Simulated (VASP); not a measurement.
# TaTe (Pm-3m) in VASP: notebook

The runs below take TaTe through single point, relaxation of cell and atoms, with PBE.

All numbers are computed with VASP 6.6.1; they aren't measurements. Logs are shortened: lines on timing, memory, paths and dates and some standing lists are left out, and cuts for length are marked.

### Step 1. The cell of the first run

Symmetry: Pm-3m, No. 221, cubic system. Conventional cell: a = 3.420 Å, b = 3.420 Å, c = 3.420 Å, α = 90.00°, β = 90.00°, γ = 90.00°. Ta (site symmetry m-3m) has 8 Te at 2.96 Å and 6 Ta at 3.42 Å within 3.9 Å. Within 3.9 Å of Te (site symmetry m-3m) lie 8 Ta at 2.96 Å and 6 Te at 3.42 Å.

### Step 2. Single point, PBE

File INCAR:

```
PREC = Accurate
ENCUT = 520
EDIFF = 1E-6
ISMEAR = 0
SIGMA = 0.1
LREAL = False
LASPH = True
NELM = 60
ALGO = Normal
ISIF = 2
LWAVE = False
LCHARG = False
GGA = PE
NBANDS = 16
```

File KPOINTS:

```
regular mesh
0
Gamma
  16 16 16
```

File POSCAR:

```
TaTe
1.0
    3.4200952621      0.0000000000      0.0000000000
    0.0000000000      3.4200952621      0.0000000000
    0.0000000000      0.0000000000      3.4200952621
Ta Te
1 1
Direct
    0.5000000000      0.5000000000      0.5000000000
    0.0000000000      0.0000000000      0.0000000000
```

Potentials or basis: VASP PAW PBE potentials, release 64 (Ta_pv, Te).

The run is started by

```bash
$ cat potpaw_PBE.64/Ta_pv/POTCAR potpaw_PBE.64/Te/POTCAR > POTCAR
$ mpirun -np 1 vasp_std > vasp.out
```

OUTCAR:

```text
PREC = Accurate
   ENCUT = 520
   EDIFF = 1E-6
   ISMEAR = 0
   LREAL = False
   LASPH = True
   NELM = 60
   ISIF = 2
   GGA = PE

 ion  position               nearest neighbor table
   1  0.500  0.500  0.500-   2 2.96   2 2.96   2 2.96   2 2.96   2 2.96   2 2.96   2 2.96   2 2.96

   2  0.000  0.000  0.000-   1 2.96   1 2.96   1 2.96   1 2.96   1 2.96   1 2.96   1 2.96   1 2.96

  LATTYP: Found a simple cubic cell.
 ALAT       =     3.4200952621

  Lattice vectors:

 A1 = (   3.4200952621,   0.0000000000,   0.0000000000)
 A2 = (   0.0000000000,   3.4200952621,   0.0000000000)
 A3 = (   0.0000000000,   0.0000000000,   3.4200952621)

Analysis of symmetry for initial positions (statically):
=====================================================================
 Subroutine PRICEL returns:
 Original cell was already a primitive cell.

 Routine SETGRP: Setting up the symmetry group for a
 simple cubic supercell.

 Subroutine GETGRP returns: Found 48 space group operations
 (whereof 48 operations were pure point group operations)
 out of a pool of 48 trial point group operations.

The static configuration has the point symmetry O_h .

Analysis of symmetry for dynamics (positions and initial velocities):
=====================================================================
 Subroutine PRICEL returns:
 Original cell was already a primitive cell.

 Routine SETGRP: Setting up the symmetry group for a
 simple cubic supercell.

 Subroutine GETGRP returns: Found 48 space group operations
 (whereof 48 operations were pure point group operations)
 out of a pool of 48 trial point group operations.

The dynamic configuration has the point symmetry O_h .

 Subroutine INISYM returns: Found 48 space group operations
 (whereof 48 operations are pure point group operations),
 and found     1 'primitive' translations

----------------------------------------------------------------------------------------

                                     Primitive cell

  volume of cell :      40.0050

  direct lattice vectors                    reciprocal lattice vectors
     3.420095262  0.000000000  0.000000000     0.292389516  0.000000000  0.000000000
     0.000000000  3.420095262  0.000000000     0.000000000  0.292389516  0.000000000
     0.000000000  0.000000000  3.420095262     0.000000000  0.000000000  0.292389516

  length of vectors
     3.420095262  3.420095262  3.420095262     0.292389516  0.292389516  0.292389516

[... 79 lines left out ...]
   NELM   =     60;   NELMIN=  2; NELMDL= -5     # of ELM steps
   EDIFF  = 0.1E-05   stopping-criterion for ELM
   LREAL  =      F    real-space projection
   EDIFFG = 0.1E-04   stopping-criterion for IOM
   NSW    =      0    number of steps for IOM
   IBRION =     -1    ionic relax: 0-MD 1-quasi-New 2-CG
   NFREE  =      0    steps in history (QN), initial steepest desc. (CG)
   ISIF   =      2    stress and relaxation
   ISYM   =      2    0-nonsym 1-usesym 2-fastsym
   POTIM  = 0.5000    time-step for ionic-motion
   TEBEG  =    0.0;   TEEND  =   0.0 temperature during run
   PSTRESS=    0.0 pullay stress
   NELECT =      17.0000    total number of electrons
   NUPDOWN=      -1.0000    fix difference up-down
   EMIN   =  10.00;   EMAX   =-10.00  energy-range for DOS
   EFERMI =   0.00;   METHOD = LEGACY
   ISMEAR =     0;   SIGMA  =   0.10  broadening in eV -4-tet -1-fermi 0-gaus
   EFERMI_NEDOS =   21; number of points for ismear=-14 and -15
   IALGO  =     38    algorithm
   IMIX   =      4    mixing-type and parameters
     AMIX     =   0.40;   BMIX     =  1.00
     AMIX_MAG =   1.60;   BMIX_MAG =  1.00
  volume/ion in A,a.u.               =      20.00       134.98
  Fermi-wavevector in a.u.,A,eV,Ry     =   1.230797  2.325868 20.610923  1.514860
  Thomas-Fermi vector in A             =   2.365631
   LORBIT       =      0    0 simple, 1 ext, 2 COOP (PROOUT), +10 PAW based schemes
   GGA     = PE    functional components
   LHFCALC =     F    Hartree Fock is set to
   AEXX    =    0.0000 exact exchange contribution
   IVDW    =     0    specifies the selected vdW correction
   LEPSILON=     F    determine dielectric tensor
   LRPA    =     F    only Hartree local field effects (RPA)
 non-spin polarized calculation
 Gauss-broadening in eV      SIGMA  =   0.10
  energy-cutoff  :      520.00
  volume of cell :       40.01
 maximum number of plane-waves:      1108
 NGX is ok and might be reduce to    28
   NGX = 13   NGY = 13   NGZ = 13

 number of electron      17.0000005 magnetization

 Free energy of the ion-electron system (eV)
  ---------------------------------------------------
  ext. energy  EPLUGINS =         0.00000000
  ---------------------------------------------------
  free energy    TOTEN  =       -14.55067335 eV

  energy without entropy =      -14.53866505  energy(sigma->0) =      -14.54466920

 E-fermi :   9.7464     XC(G=0): -11.9008

 val. band max:        9.7397452607   @ k =   0.2500   0.0625   0.0000
 cond. band min:       9.7500656434   @ k =   0.5000   0.4375   0.1250
 fundamental gap:      0.0103203827
 Fermi energy:         9.7464012102

 k-point     1 :       0.0000    0.0000    0.0000
  band No.  band energies     occupation
      1     -25.2483      2.00000
      2     -25.2483      2.00000
      3     -25.2483      2.00000
      4      -5.1523      2.00000
      5       6.9009      2.00000
      6       6.9009      2.00000
[... 433 lines left out ...]
      3     -25.2308      2.00000
      4      -3.1106      2.00000
      5       1.3647      2.00000
      6       6.2309      2.00000
[... 8 lines left out ...]
     15      16.8144      0.00000
     16      17.4591      0.00000

 [... further k-points ...]

------------------------ aborting loop because EDIFF is reached ----------------------------------------

  FORCE on cell =-STRESS in cart. coord.  units (eV):
  Direction    XX          YY          ZZ          XY          YZ          ZX
  --------------------------------------------------------------------------------------
  -------------------------------------------------------------------------------------
  Total        0.0064230      0.0064230      0.0064230      0.0000000      0.0000000     -0.0000000
  in kB        0.2572360      0.2572360      0.2572360      0.0000000      0.0000000     -0.0000000
  external PRESSURE =       0.2572360 kB  Pullay stress =       0.0000000 kB

 VOLUME and BASIS-vectors are now :
 -----------------------------------------------------------------------------
  energy-cutoff  :      520.00
  volume of cell :       40.01
      direct lattice vectors                 reciprocal lattice vectors
     3.420095262  0.000000000  0.000000000     0.292389516  0.000000000  0.000000000
     0.000000000  3.420095262  0.000000000     0.000000000  0.292389516  0.000000000
     0.000000000  0.000000000  3.420095262     0.000000000  0.000000000  0.292389516

 POSITION                                       TOTAL-FORCE (eV/Angst)
 -----------------------------------------------------------------------------------
      1.71005      1.71005      1.71005         0.000000      0.000000      0.000000
      0.00000      0.00000      0.00000         0.000000      0.000000      0.000000
 -----------------------------------------------------------------------------------
    total drift:                                0.000000      0.000000      0.000000

  FREE ENERGIE OF THE ION-ELECTRON SYSTEM (eV)
  ---------------------------------------------------
  free  energy   TOTEN  =       -14.5506733524 eV

  energy  without entropy=      -14.5386650451  energy(sigma->0) =      -14.54466920
```

Wall time 87 s (1 thread of AMD EPYC 7R13 (Zen 3), shared host); peak memory 0.21 GiB.

Results:

```
Free energy            : -14.5507 eV
Pressure               : 0.0 GPa
Band gap on the k mesh : zero (an odd number of electrons rules out a gap without spin polarisation)
```

Caveat: spin-orbit coupling is left out, which moves the levels of the heavy elements.

### Step 3. Relaxation of cell and atoms, PBE

File INCAR:

```
ALGO     = Normal         # electronic algorithm
EDIFF    = 1E-7           # SCF threshold, eV
EDIFFG   = -0.01          # ionic threshold
ENCUT    = 600            # plane-wave cutoff, eV
GGA      = PE             # functional
IBRION   = 2              # ionic algorithm
ISIF     = 3              # what is computed and relaxed
ISMEAR   = 0              # smearing method
LASPH    = T              # aspherical terms in the spheres
LCHARG   = F              # write CHGCAR
LREAL    = F              # projectors in reciprocal space
LWAVE    = F              # write WAVECAR
NELM     = 80             # most SCF steps
NSW      = 100            # ionic steps
PREC     = Accurate       # precision mode
SIGMA    = 0.1            # smearing width, eV
```

File KPOINTS:

```
k-points
0
Gamma
  16 16 16
```

File POSCAR:

```
TaTe
1.0
    3.4184670918      0.0000000000      0.0000000000
    0.0000000000      3.4184670918      0.0000000000
    0.0000000000      0.0000000000      3.4184670918
Ta Te
1 1
Direct
    0.5000000000      0.5000000000      0.5000000000
    0.0000000000      0.0000000000      0.0000000000
```

Potentials or basis: VASP PAW PBE potentials, release 64 (Ta_pv, Te).

The run is started by

```bash
$ cat potpaw_PBE.64/Ta_pv/POTCAR potpaw_PBE.64/Te/POTCAR > POTCAR
$ mpirun -np 1 vasp_std > vasp.out
```

Wall time 2.3 min (1 thread of AMD EPYC 7R13 (Zen 3), shared host); peak memory 0.23 GiB.

It converged, with:

```
Free energy                           : -14.5511 eV
Relaxed volume                        : 20.01 Å³/atom
Relaxed cell                          : a = 3.420 Å, b = 3.420 Å, c = 3.420 Å, α = 90.00°, β = 90.00°, γ = 90.00°
Space group after relaxing (to 0.1 Å) : Pm-3m (No. 221)
Energy gained by relaxing             : 0.0 meV/atom
Ionic steps                           : 3
Pressure after relaxing               : 0.0 GPa
Band gap on the k mesh                : zero (an odd number of electrons rules out a gap without spin polarisation)
```

Final structure:
```
Ta Te
1.0
     3.42029    0.00000    0.00000
     0.00000    3.42029    0.00000
     0.00000    0.00000    3.42029
Ta Te
1 1
Direct
  0.50000 0.50000 0.50000
  0.00000 0.00000 0.00000
```

Levels at points of the mesh, in eV from the Fermi level:
```
           k point  band 4  band 5  band 6  band 7  band 8  band 9  band 10  band 11  band 12
(0.00, 0.00, 0.00)  -14.90   -2.84   -2.84   -1.48   -1.48   -1.48     1.36     1.36     1.36
(0.50, 0.00, 0.00)  -12.94   -8.64   -2.99   -2.99   -2.02    1.55     2.68     4.37     5.02
(0.50, 0.50, 0.00)  -12.30   -5.93   -5.93   -3.43   -0.30   -0.30     0.46     1.42     3.08
(0.50, 0.50, 0.50)  -10.47   -6.72   -6.72   -6.72    1.47    1.47     1.47     3.22     3.22
```

Caveat: spin-orbit coupling is left out, which moves the levels of the heavy elements.
